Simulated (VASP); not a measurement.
Runs of VASP 6.6.1 on Pb. The structure is that of space group Fm-3m (No. 225), or close to it. The cells are those of the table. 

```csv
cell,gap on the mesh (eV),pressure (GPa)
"a = 3.284, b = 3.284, c = 3.213 Å, angles 60.7, 60.7, 58.6°, 1 atom",none,13.8
"a = 3.563, b = 3.563, c = 3.493 Å, angles 60.7, 60.7, 58.7°, 1 atom",none,-3.3
"a = 3.703, b = 3.703, c = 3.633 Å, angles 60.6, 60.6, 58.7°, 1 atom",none,(b)
"a = 3.772 Å, angles 60.0°, 1 atom",none,-7.3
"a = 3.213 Å, angles 60.0°, 1 atom",none,(a)
```

Alike in all rows: task single point; level LDA; potentials or basis VASP PAW LDA potentials, release 64 (Pb_d); no spin polarisation; k mesh 16 × 16 × 16; cutoff (eV) 520; smearing gaussian 0.15 eV.

Problem. Estimate the missing entries.

Solution. (a) 19.2; (b) -6.3.

Caveats: spin-orbit coupling is left out, which moves the levels of the heavy elements.

A k mesh can miss the band edges, and the runs leave out spin-orbit coupling on Pb.

A gap of «none» marks levels without a gap at the run's occupations.
